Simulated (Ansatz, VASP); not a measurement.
**RbCl: VASP beside Ansatz**

```
Rb Cl
1.0
     0.00000    3.27400    3.27400
     3.27400    0.00000    3.27400
     3.27400    3.27400    0.00000
Rb Cl
1 1
Direct
  0.00000 0.00000 0.00000
  0.50000 0.50000 0.50000
```

Alike in both runs: task relaxation of cell and atoms; functional RPBE; k mesh 6 × 6 × 6; no spin polarisation.

|  | VASP | Ansatz |
| --- | --- | --- |
| version | VASP 6.6.1 | Ansatz 0.2.0 |
| potentials or method | VASP PAW PBE potentials, release 64 (Rb_sv, Cl) | plane waves, PAW |
| plane-wave cutoff (eV) | 500 | 420 |
| occupations | gaussian, width 0.01 eV | fixed |
| valence electrons in the cell | 16 | 16 |

|  | VASP | Ansatz | Ansatz less VASP |
| --- | --- | --- | --- |
| relaxed volume (Å³/atom) | 41.15 | 41.19 | +0.045 |
| relaxed cell length with the largest relative difference (Å) | 4.882 | 4.884 | +0.0018 |

VASP's potentials were made for PBE, not for RPBE.

Noted on VASP's run: the volume moved by over 15 % at a fixed basis, so the end points are rough.
